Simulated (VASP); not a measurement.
SiRu4: relaxation of the atoms with PBE

System: SiRu4, a slab with vacuum.

```xyz
5
Lattice="2.7198 0.0000 0.0000 -1.3599 2.3554 0.0000 0.0000 0.0000 21.8663" Properties=species:S:1:pos:R:3 pbc="T T T"
Ru    1.3599    0.7851    4.0000
Ru    0.0000    1.5703    6.1483
Ru    1.3599    0.7851    8.2891
Ru    0.0000    1.5703   10.3663
Si    0.0000    3.1406   12.2053
```

* Program: VASP 6.6.1
* Task: relaxation of the atoms
* Functional: PBE
* Potentials or basis: VASP PAW PBE potentials, release 64 (Ru_pv, Si)
* Cutoff: 520 eV
* k mesh: 12 × 12 × 1
* Occupations: gaussian, width 0.1 eV
* Spin: no spin polarisation
* Dipole correction: yes
* Atoms held fixed (from 0): [0, 1, 2, 3]
* Further INCAR settings: ALGO = Fast; EDIFF = 1e-06; IBRION = 2; EDIFFG = -0.025; NSW = 36
* Atoms held along some axes (from 0): atom 4 along a and b

- Energy gained by relaxing: 33.2 meV/atom
- Ionic steps: 4
- Band gap on the k mesh: zero (bands 30 and 31 overlap by 2.15 eV)

The path:
| step | energy change (eV) | largest force on free atoms (eV/Å) | pressure (GPa) |
| --- | --- | --- | --- |
| 1 | 0.0000 | 1.8029 | 2.08 |
| 2 | -0.1178 | 0.9226 | 0.69 |
| 3 | -0.1660 | 0.0458 | -0.67 |
| 4 | -0.1661 | 0.0065 | -0.73 |

Final structure:
```xyz
5
Lattice="2.7198 0.0000 0.0000 -1.3599 2.3554 0.0000 0.0000 0.0000 21.8663" Properties=species:S:1:pos:R:3 pbc="T T T"
Ru    1.3599    0.7851    4.0000
Ru    0.0000    1.5703    6.1483
Ru    1.3599    0.7851    8.2891
Ru    0.0000    1.5703   10.3663
Si    1.3599    0.7851   12.4015
```

Levels at points of the mesh, in eV from the Fermi level:
```tsv
k point	band 27	band 28	band 29	band 30	band 31	band 32	band 33	band 34
(0.00, 0.00, 0.00)	-1.90	-1.90	-0.94	-0.94	-0.85	0.01	0.01	0.85
(0.50, 0.00, 0.00)	-0.10	-0.03	1.14	1.20	1.40	1.59	1.77	1.79
```

Wall time 10 min on 1 thread of Oxide Virtual Turin-like Processor, with other jobs on the host, peak memory 0.26 GiB.
